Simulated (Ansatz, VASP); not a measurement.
**Two plane-wave programs on V**

INCAR

```
SYSTEM = V
ALGO     = Normal         ! electronic algorithm
EDIFF    = 1E-6           ! SCF threshold, eV
ENCUT    = 520            ! plane-wave cutoff, eV
GGA      = PE             ! functional
ISIF     = 2              ! what is computed and relaxed
ISMEAR   = 0              ! smearing method
LASPH    = .TRUE.         ! aspherical terms in the spheres
LCHARG   = .FALSE.        ! write CHGCAR
LREAL    = .FALSE.        ! projectors in reciprocal space
LWAVE    = .FALSE.        ! write WAVECAR
NBANDS   = 12             ! bands
NELM     = 100            ! most SCF steps
PREC     = Accurate       ! precision mode
SIGMA    = 0.1            ! smearing width, eV
```

Contents of KPOINTS:

```
k-points
0
G
  20 20 20
  0 0 0
```

POSCAR

```
V
1.0
   -1.4680181784      1.4680181784      1.4680181784
    1.4680181784     -1.4680181784      1.4680181784
    1.4680181784      1.4680181784     -1.4680181784
V
1
Direct
    0.0000000000      0.0000000000      0.0000000000
```

Input for Ansatz:

```yaml
crystal:
  lattice:
    - [-1.4680181784, 1.4680181784, 1.4680181784]
    - [1.4680181784, -1.4680181784, 1.4680181784]
    - [1.4680181784, 1.4680181784, -1.4680181784]
  atoms:
    - { symbol: V, position: [0.0, 0.0, 0.0] }
basis:
  ecutwfc: 420
kpoints:
  mp_grid: { grid: [20, 20, 20] }
hamiltonian:
  xc: pbe
scf:
  occupations: { method: gaussian, width: 0.1 }
output:
  forces: true
  stress: true
  eigenvalues: true
```

Alike in both runs: task single point; functional PBE; k mesh 20 × 20 × 20; occupations gaussian, width 0.1 eV; no spin polarisation.

|  | VASP | Ansatz |
| --- | --- | --- |
| version | VASP 6.6.1 | Ansatz 0.2.0 |
| potentials or method | VASP PAW PBE potentials, release 64 (V_sv), cutoff 520 eV | scalar-relativistic, plane waves, PAW |
| valence electrons in the cell | 13 | 13 |

```csv
,VASP,Ansatz,Ansatz less VASP
gap on the k mesh at the Fermi level (eV),none,none,-
pressure (GPa),13.0,12.7,-0.29
```

A gap of «none» marks a metal or a gap that the smearing closes. The functional is the same, so the differences come from potentials, cutoffs and numerics.
